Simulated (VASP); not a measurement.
# HfN (zincblende type) (F-43m) in VASP: notebook

Runs on HfN (zincblende type). Level: PBE. Tasks: relaxation of cell and atoms.

All numbers are computed with VASP 6.6.1; they aren't measurements. Logs are shortened: lines on timing, memory, paths and dates and some standing lists are left out, and cuts for length are marked.

## 1. The cell of the first run

Symmetry: F-43m, No. 216, cubic system. Conventional cell: a = 4.679 Å, b = 4.679 Å, c = 4.679 Å, α = 90.00°, β = 90.00°, γ = 90.00°. Within 2.7 Å of Hf (site symmetry -43m) lie 4 N at 2.03 Å. N (site symmetry -43m) has 4 Hf at 2.03 Å within 2.7 Å.

## 2. Relaxation of cell and atoms, PBE, target pressure 22 GPa, at which the enthalpy is minimised

INCAR reads:

```
ALGO = Normal ; EDIFF = 1E-7
EDIFFG = -0.005 ; ENCUT = 600
GGA = PE ; IBRION = 2
ISIF = 3 ; ISMEAR = -1
LASPH = True ; LCHARG = False
LREAL = False ; LWAVE = False
NELM = 60 ; NSW = 60
PREC = Accurate ; PSTRESS = 220.0
SIGMA = 0.08
```

KPOINTS reads:

```
k-points
0
Gamma
  14 14 14
```

POSCAR reads:

```
HfN
1.0
    0.0000000000      2.3393891163      2.3393891163
    2.3393891163      0.0000000000      2.3393891163
    2.3393891163      2.3393891163      0.0000000000
Hf N
1 1
Direct
    0.0000000000      0.0000000000      0.0000000000
    0.2500000000      0.2500000000      0.2500000000
```

Potentials or basis: VASP PAW PBE potentials, release 64 (Hf_pv, N).

On the command line:

```sh
> cat potpaw_PBE.64/Hf_pv/POTCAR potpaw_PBE.64/N/POTCAR > POTCAR
> mpirun -np 1 vasp_std > vasp.out
```

OUTCAR:

```text
EDIFF = 1E-7
   EDIFFG = -0.005
   ENCUT = 600
   GGA = PE
   IBRION = 2
   ISIF = 3
   ISMEAR = -1
   LASPH = True
   LREAL = False
   NELM = 60
   NSW = 60
   PREC = Accurate
   PSTRESS = 220.0

 ion  position               nearest neighbor table
   1  0.000  0.000  0.000-   2 2.03   2 2.03   2 2.03   2 2.03
   2  0.250  0.250  0.250-   1 2.03   1 2.03   1 2.03   1 2.03

  LATTYP: Found a face centered cubic cell.
 ALAT       =     4.6787782326

  Lattice vectors:

 A1 = (   0.0000000000,   2.3393891163,   2.3393891163)
 A2 = (   2.3393891163,   0.0000000000,   2.3393891163)
 A3 = (   2.3393891163,   2.3393891163,   0.0000000000)

Analysis of symmetry for initial positions (statically):
=====================================================================
 Subroutine PRICEL returns:
 Original cell was already a primitive cell.

 Routine SETGRP: Setting up the symmetry group for a
 face centered cubic supercell.

 Subroutine GETGRP returns: Found 24 space group operations
 (whereof 24 operations were pure point group operations)
 out of a pool of 48 trial point group operations.

The static configuration has the point symmetry T_d .

Analysis of symmetry for dynamics (positions and initial velocities):
=====================================================================
 Subroutine PRICEL returns:
 Original cell was already a primitive cell.

 Routine SETGRP: Setting up the symmetry group for a
 face centered cubic supercell.

 Subroutine GETGRP returns: Found 24 space group operations
 (whereof 24 operations were pure point group operations)
 out of a pool of 48 trial point group operations.

The dynamic configuration has the point symmetry T_d .

 Subroutine INISYM returns: Found 24 space group operations
 (whereof 24 operations are pure point group operations),
 and found     1 'primitive' translations

----------------------------------------------------------------------------------------

                                     Primitive cell

  volume of cell :      25.6057

  direct lattice vectors                    reciprocal lattice vectors
     0.000000000  2.339389116  2.339389116    -0.213731011  0.213731011  0.213731011
     2.339389116  0.000000000  2.339389116     0.213731011 -0.213731011  0.213731011
     2.339389116  2.339389116  0.000000000     0.213731011  0.213731011 -0.213731011

  length of vectors
     3.308395816  3.308395816  3.308395816     0.370192970  0.370192970  0.370192970

  position of ions in fractional coordinates (direct lattice)
     0.000000000  0.000000000  0.000000000
     0.250000000  0.250000000  0.250000000

  ion indices of the primitive-cell ions
   primitive index   ion index
                 1           1
                 2           2

----------------------------------------------------------------------------------------

 KPOINTS: k-points

Automatic generation of k-mesh.
 Grid dimensions read from file:
 generate k-points for:   14   14   14

 Generating k-lattice:

  Cartesian coordinates                     Fractional coordinates (reciprocal lattice)
    -0.015266501  0.015266501  0.015266501     0.071428571  0.000000000  0.000000000
     0.015266501 -0.015266501  0.015266501     0.000000000  0.071428571  0.000000000
     0.015266501  0.015266501 -0.015266501     0.000000000  0.000000000  0.071428571

  Length of vectors
     0.026442355  0.026442355  0.026442355

  Shift w.r.t. Gamma in fractional coordinates (k-lattice)
     0.000000000  0.000000000  0.000000000

 Subroutine IBZKPT returns following result:
 ===========================================

 Found    104 irreducible k-points:

 Following reciprocal coordinates:
            Coordinates               Weight
  0.000000  0.000000  0.000000      1.000000
  0.071429  0.000000  0.000000      8.000000
  0.142857  0.000000  0.000000      8.000000
  0.214286  0.000000  0.000000      8.000000
  0.285714  0.000000  0.000000      8.000000
  0.357143  0.000000  0.000000      8.000000
[... 16 lines left out ...]
  0.214286  0.142857  0.000000     24.000000
  0.285714  0.142857  0.000000     24.000000
 [... further k-points ...]
   k-points           NKPTS =    104   k-points in BZ     NKDIM =    104   number of bands    NBANDS=     11
   number of dos      NEDOS =    301   number of ions     NIONS =      2
   total plane-waves  NPLWV =  21952
   dimension x,y,z NGX =    28 NGY =   28 NGZ =   28
   dimension x,y,z NGXF=    56 NGYF=   56 NGZF=   56
   ions per type =               1   1
   NGX,Y,Z   is equivalent  to a cutoff of  14.07, 14.07, 14.07 a.u.
   NGXF,Y,Z  is equivalent  to a cutoff of  28.14, 28.14, 28.14 a.u.
 SYSTEM =  unknown system
   PREC   = accura    normal or accurate (medium, high low for compatibility)
   ISTART =      0    job   : 0-new  1-cont  2-samecut
   ICHARG =      2    charge: 1-file 2-atom 10-const
   ISPIN  =      1    spin polarized calculation?
   LNONCOLLINEAR =      F non collinear calculations
   LSORBIT =      F    spin-orbit coupling
   LASPH  =      T    aspherical Exc in radial PAW
   ENCUT  =  600.0 eV  44.10 Ry    6.64 a.u.   6.61  6.61  6.61*2*pi/ulx,y,z
   NELM   =     60;   NELMIN=  2; NELMDL= -5     # of ELM steps
   EDIFF  = 0.1E-06   stopping-criterion for ELM
   LREAL  =      F    real-space projection
   EDIFFG = -.5E-02   stopping-criterion for IOM
   NSW    =     60    number of steps for IOM
   IBRION =      2    ionic relax: 0-MD 1-quasi-New 2-CG
   NFREE  =      1    steps in history (QN), initial steepest desc. (CG)
   ISIF   =      3    stress and relaxation
   ISYM   =      2    0-nonsym 1-usesym 2-fastsym
   POTIM  = 0.5000    time-step for ionic-motion
   TEBEG  =    0.0;   TEEND  =   0.0 temperature during run
   PSTRESS=  220.0 pullay stress
   NELECT =      15.0000    total number of electrons
   NUPDOWN=      -1.0000    fix difference up-down
   EMIN   =  10.00;   EMAX   =-10.00  energy-range for DOS
   EFERMI =   0.00;   METHOD = LEGACY
   ISMEAR =    -1;   SIGMA  =   0.08  broadening in eV -4-tet -1-fermi 0-gaus
   EFERMI_NEDOS =   21; number of points for ismear=-14 and -15
   IALGO  =     38    algorithm
   IMIX   =      4    mixing-type and parameters
     AMIX     =   0.40;   BMIX     =  1.00
     AMIX_MAG =   1.60;   BMIX_MAG =  1.00
  volume/ion in A,a.u.               =      12.80        86.40
  Fermi-wavevector in a.u.,A,eV,Ry     =   1.369807  2.588560 25.529589  1.876372
  Thomas-Fermi vector in A             =   2.495650
   LORBIT       =      0    0 simple, 1 ext, 2 COOP (PROOUT), +10 PAW based schemes
   GGA     = PE    functional components
   LHFCALC =     F    Hartree Fock is set to
   AEXX    =    0.0000 exact exchange contribution
   IVDW    =     0    specifies the selected vdW correction
   LEPSILON=     F    determine dielectric tensor
   LRPA    =     F    only Hartree local field effects (RPA)
 conjugate gradient relaxation of ions
 non-spin polarized calculation
  energy-cutoff  :      600.00
  volume of cell :       25.61
 maximum number of plane-waves:       881
   NGX = 13   NGY = 13   NGZ = 13

--------------------------------------- Ionic step        1  -------------------------------------------

 number of electron      15.0000000 magnetization

 Free energy of the ion-electron system (eV)
  ---------------------------------------------------
  ext. energy  EPLUGINS =         0.00000000
  ---------------------------------------------------
  free energy    TOTEN  =       -20.81944175 eV

  energy without entropy =      -20.80774840  energy(sigma->0) =      -20.81359507

------------------------ aborting loop because EDIFF is reached ----------------------------------------

  FORCE on cell =-STRESS in cart. coord.  units (eV):
  Direction    XX          YY          ZZ          XY          YZ          ZX
  --------------------------------------------------------------------------------------
  -------------------------------------------------------------------------------------
  Total        5.9759861      5.9759861      5.9759861      0.0000000     -0.0000000     -0.0000000
  in kB      373.9235112    373.9235112    373.9235112      0.0000000     -0.0000000     -0.0000000
  external PRESSURE =     153.9235112 kB  Pullay stress =     220.0000000 kB
[... 99 lines left out ...]
  enthalpy is  TOTEN    =       -17.3635795422 eV   P V=        3.7038673343

--------------------------------------- Ionic step        4  -------------------------------------------

 number of electron      14.9999999 magnetization

 Free energy of the ion-electron system (eV)
  ---------------------------------------------------
  ext. energy  EPLUGINS =         0.00000000
  ---------------------------------------------------
  free energy    TOTEN  =       -21.05959502 eV

  energy without entropy =      -21.04767428  energy(sigma->0) =      -21.05363465

 E-fermi :   6.5612     XC(G=0): -11.6797

 val. band max:        6.4904643806   @ k =   0.5000   0.2143   0.0000
 cond. band min:       6.5686547718   @ k =  -0.2857   0.2857   0.0714
 fundamental gap:      0.0781903912
 Fermi energy:         6.5612261285

 k-point     1 :       0.0000    0.0000    0.0000
  band No.  band energies     occupation
      1     -24.2644      2.00000
      2     -24.2644      2.00000
      3     -24.2644      2.00000
      4     -10.1312      2.00000
      5       0.6101      2.00000
      6       0.6101      2.00000
      7       0.6101      2.00000
      8       6.0199      1.99770
      9       8.9951      0.00000
     10       8.9951      0.00000
     11      13.7244      0.00000
[... 309 lines left out ...]
 k-point    24 :       0.2857    0.1429    0.0000
  band No.  band energies     occupation
      1     -24.6225      2.00000
      2     -24.3520      2.00000
      3     -24.3485      2.00000
      4      -9.2717      2.00000
      5      -0.2525      2.00000
      6       1.2187      2.00000
      7       1.2941      2.00000
      8       7.0586      0.00398
      9       8.8580      0.00000
     10       9.4919      0.00000
     11      13.0442      0.00000

 [... further k-points ...]

------------------------ aborting loop because EDIFF is reached ----------------------------------------

  FORCE on cell =-STRESS in cart. coord.  units (eV):
  Direction    XX          YY          ZZ          XY          YZ          ZX
  --------------------------------------------------------------------------------------
  -------------------------------------------------------------------------------------
  Total        3.6901693      3.6901693      3.6901693      0.0000000      0.0000000      0.0000000
  in kB      219.6594261    219.6594261    219.6594261      0.0000000      0.0000000      0.0000000
  external PRESSURE =      -0.3405739 kB  Pullay stress =     220.0000000 kB
[... 17 lines left out ...]
  FREE ENERGIE OF THE ION-ELECTRON SYSTEM (eV)
  ---------------------------------------------------
  free  energy   TOTEN  =       -21.0595950177 eV

  energy  without entropy=      -21.0476742784  energy(sigma->0) =      -21.05363465

  enthalpy is  TOTEN    =       -17.3637042497 eV   P V=        3.6958907681

 reached required accuracy - stopping structural energy minimisation
```

Wall time 3.3 min (1 thread of Intel Xeon 8259CL, shared host); peak memory 0.2 GiB.

Results:

* Free energy: -21.0596 eV
* Relaxed volume: 13.46 Å³/atom
* Relaxed cell: a = 3.364 Å, b = 3.364 Å, c = 3.364 Å, α = 60.00°, β = 60.00°, γ = 60.00°
* Space group after relaxing (to 0.1 Å): F-43m (No. 216)
* Energy change on relaxing (the run minimises the enthalpy): -120.1 meV/atom
* Ionic steps: 4
* Pressure after relaxing: 22.0 GPa
* Band gap on the k mesh: zero (an odd number of electrons rules out a gap without spin polarisation)

The path:
```csv
step,energy change (eV),largest force (eV/Å),pressure (GPa),volume (Å³)
1,0.0000,0.0000,37.39,25.61
2,-0.3898,0.0000,-5.53,30.44
3,-0.2480,0.0000,21.36,26.97
4,-0.2402,0.0000,21.97,26.92
```

Final structure:
```cif
data_structure
_symmetry_space_group_name_H-M 'P 1'
_symmetry_Int_Tables_number 1
_cell_length_a 3.3639
_cell_length_b 3.3639
_cell_length_c 3.3639
_cell_angle_alpha 60.000
_cell_angle_beta 60.000
_cell_angle_gamma 60.000
_cell_volume 26.92
loop_
_atom_site_label
_atom_site_type_symbol
_atom_site_fract_x
_atom_site_fract_y
_atom_site_fract_z
_atom_site_occupancy
Hf1 Hf 0.00000 0.00000 0.00000 1
N1 N 0.25000 0.25000 0.25000 1
```

Caveat: the cell is relaxed towards a set pressure, so the run minimises the enthalpy, not the energy; spin-orbit coupling is left out, which moves the levels of the heavy elements.

## 3. Relaxation of cell and atoms, PBE, target pressure 22 GPa, at which the enthalpy is minimised

This run uses another cell than the first one, of 13.50 Å³/atom.

INCAR reads:

```
SYSTEM = HfN
  PREC = Accurate
  ENCUT = 600
  EDIFF = 1E-6
  ISMEAR = -1
  SIGMA = 0.08
  LREAL = .False.
  LASPH = .True.
  NELM = 60
  ALGO = Normal
  ISIF = 3
  LWAVE = .False.
  LCHARG = .False.
  GGA = PE
  IBRION = 2
  NSW = 32
  EDIFFG = -0.005
  PSTRESS = 220.0
```

KPOINTS reads:

```
Automatic mesh
0
Gamma
  14 14 14
  0 0 0
```

POSCAR reads:

```
HfN
1.0
    0.0000000000      2.3810947971      2.3810947971
    2.3810947971      0.0000000000      2.3810947971
    2.3810947971      2.3810947971      0.0000000000
Hf N
1 1
Direct
    0.0000000000      0.0000000000      0.0000000000
    0.2500000000      0.2500000000      0.2500000000
```

Potentials or basis: VASP PAW PBE potentials, release 64 (Hf_pv, N).

On the command line:

```sh
> cat potpaw_PBE.64/Hf_pv/POTCAR potpaw_PBE.64/N/POTCAR > POTCAR
> mpirun -np 1 vasp_std > vasp.out
```

OUTCAR:

```text
SYSTEM = HfN
   PREC = Accurate
   ENCUT = 600
   EDIFF = 1E-6
   ISMEAR = -1
   LREAL = .False.
   LASPH = .True.
   NELM = 60
   ISIF = 3
   GGA = PE
   IBRION = 2
   NSW = 32
   EDIFFG = -0.005
   PSTRESS = 220.0

 ion  position               nearest neighbor table
   1  0.000  0.000  0.000-   2 2.06   2 2.06   2 2.06   2 2.06
   2  0.250  0.250  0.250-   1 2.06   1 2.06   1 2.06   1 2.06

  LATTYP: Found a face centered cubic cell.
 ALAT       =     4.7621895942

  Lattice vectors:

 A1 = (   0.0000000000,   2.3810947971,   2.3810947971)
 A2 = (   2.3810947971,   0.0000000000,   2.3810947971)
 A3 = (   2.3810947971,   2.3810947971,   0.0000000000)

Analysis of symmetry for initial positions (statically):
=====================================================================
 Subroutine PRICEL returns:
[... 263 lines left out ...]

 k-point     1 :       0.0000    0.0000    0.0000
  band No.  band energies     occupation
      1     -24.2617      2.00000
      2     -24.2617      2.00000
      3     -24.2617      2.00000
      4     -10.1307      2.00000
      5       0.6107      2.00000
      6       0.6107      2.00000
      7       0.6107      2.00000
      8       6.0224      1.99768
      9       8.9975      0.00000
     10       8.9975      0.00000
     11      13.7279      0.00000
[... 309 lines left out ...]
 k-point    24 :       0.2857    0.1429    0.0000
  band No.  band energies     occupation
      1     -24.6202      2.00000
      2     -24.3494      2.00000
      3     -24.3459      2.00000
      4      -9.2707      2.00000
      5      -0.2519      2.00000
      6       1.2195      2.00000
      7       1.2949      2.00000
      8       7.0604      0.00399
      9       8.8607      0.00000
     10       9.4944      0.00000
     11      13.0481      0.00000

 [... further k-points ...]

------------------------ aborting loop because EDIFF is reached ----------------------------------------

  FORCE on cell =-STRESS in cart. coord.  units (eV):
  Direction    XX          YY          ZZ          XY          YZ          ZX
  --------------------------------------------------------------------------------------
  -------------------------------------------------------------------------------------
  Total        3.6964686      3.6964686      3.6964686     -0.0000000     -0.0000000     -0.0000000
  in kB      220.0848645    220.0848645    220.0848645     -0.0000000     -0.0000000     -0.0000000
  external PRESSURE =       0.0848645 kB  Pullay stress =     220.0000000 kB
[... 21 lines left out ...]
  energy  without entropy=      -21.0482219634  energy(sigma->0) =      -21.05418126

  enthalpy is  TOTEN    =       -17.3650973051 eV   P V=        3.6950432441

 reached required accuracy - stopping structural energy minimisation
```

CONTCAR:

```text
HfN
   1.00000000000000
    -0.0000000000000000    2.3784415170064324    2.3784415170064324
     2.3784415170064324    0.0000000000000000    2.3784415170064324
     2.3784415170064324    2.3784415170064324   -0.0000000000000000
  Hf              N
     1     1
Direct
     0.0000000000000000    0.0000000000000000    0.0000000000000000
     0.2500000000000000    0.2500000000000000    0.2500000000000000

  0.00000000E+00  0.00000000E+00  0.00000000E+00
  0.00000000E+00  0.00000000E+00  0.00000000E+00
```

Wall time 2.3 min (1 thread of Intel Xeon 8259CL, shared host); peak memory 0.19 GiB.

Results:

```
Free energy                                                : -21.0601 eV
Relaxed volume                                             : 13.45 Å³/atom
Relaxed cell                                               : a = 3.364 Å, b = 3.364 Å, c = 3.364 Å, α = 60.00°, β = 60.00°, γ = 60.00°
Space group after relaxing (to 0.1 Å)                      : F-43m (No. 216)
Energy change on relaxing (the run minimises the enthalpy) : +6.1 meV/atom
Ionic steps                                                : 3
Pressure after relaxing                                    : 22.0 GPa
Band gap on the k mesh                                     : zero (an odd number of electrons rules out a gap without spin polarisation)
```

Step by step:
```tsv
step	energy change (eV)	largest force (eV/Å)	pressure (GPa)	volume (Å³)
1	0.0000	0.0000	21.08	27.00
2	0.0427	0.0000	24.26	26.70
3	0.0121	0.0000	22.01	26.91
```

Final structure:
```cif
data_structure
_symmetry_space_group_name_H-M 'P 1'
_symmetry_Int_Tables_number 1
_cell_length_a 3.3636
_cell_length_b 3.3636
_cell_length_c 3.3636
_cell_angle_alpha 60.000
_cell_angle_beta 60.000
_cell_angle_gamma 60.000
_cell_volume 26.91
loop_
_atom_site_label
_atom_site_type_symbol
_atom_site_fract_x
_atom_site_fract_y
_atom_site_fract_z
_atom_site_occupancy
Hf1 Hf 0.00000 0.00000 0.00000 1
N1 N 0.25000 0.25000 0.25000 1
```

Levels at points of the mesh, in eV from the Fermi level:
```tsv
k point	band 4	band 5	band 6	band 7	band 8	band 9	band 10	band 11
(0.00, 0.00, 0.00)	-16.69	-5.95	-5.95	-5.95	-0.54	2.43	2.43	7.16
(0.50, 0.00, 0.00)	-15.40	-5.93	-5.28	-5.28	1.66	3.01	3.01	4.58
(0.50, 0.50, 0.00)	-14.95	-7.47	-3.75	-3.75	-1.22	2.43	4.51	5.18
```

Caveat: the cell is relaxed towards a set pressure, so the run minimises the enthalpy, not the energy; spin-orbit coupling is left out, which moves the levels of the heavy elements.

The gap in the log of VASP goes by the Fermi energy; the results here count the filled bands.